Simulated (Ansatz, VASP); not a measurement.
**CdS in VASP and in Ansatz**

```
CELL_PARAMETERS angstrom
3.99802 0.00000 0.00000
-1.99901 3.46238 0.00000
0.00000 0.00000 6.49537
ATOMIC_POSITIONS crystal
Cd 0.33333 0.66667 0.99909
Cd 0.66667 0.33333 0.49909
S 0.33333 0.66667 0.37591
S 0.66667 0.33333 0.87591
```

Change from the starting cell: hydrostatic strain -4.0%.

Alike in both runs: task single point; functional r2SCAN; k mesh 12 × 12 × 4; no spin polarisation.

|  | VASP | Ansatz |
| --- | --- | --- |
| version | VASP 6.6.1 | Ansatz 0.2.0 |
| potentials or method | VASP PAW PBE potentials, release 64 (Cd, S) | plane waves, PAW |
| plane-wave cutoff (eV) | 520 | 500 |
| occupations | gaussian, width 0.01 eV | fixed |
| valence electrons in the cell | 36 | 52 |

```csv
,VASP,Ansatz,Ansatz less VASP
gap on the k mesh at the Fermi level (eV),1.92,1.92,-0.002
pressure (GPa),10.2,9.7,-0.55
"traceless stress, the component that is largest in VASP (GPa)",0.07,0.06,-0.011
```

VASP's potentials were made for PBE, not for r2SCAN. VASP's potentials hold 36 valence electrons a cell and Ansatz's 52, so a difference there can come from the potentials and not from the codes.
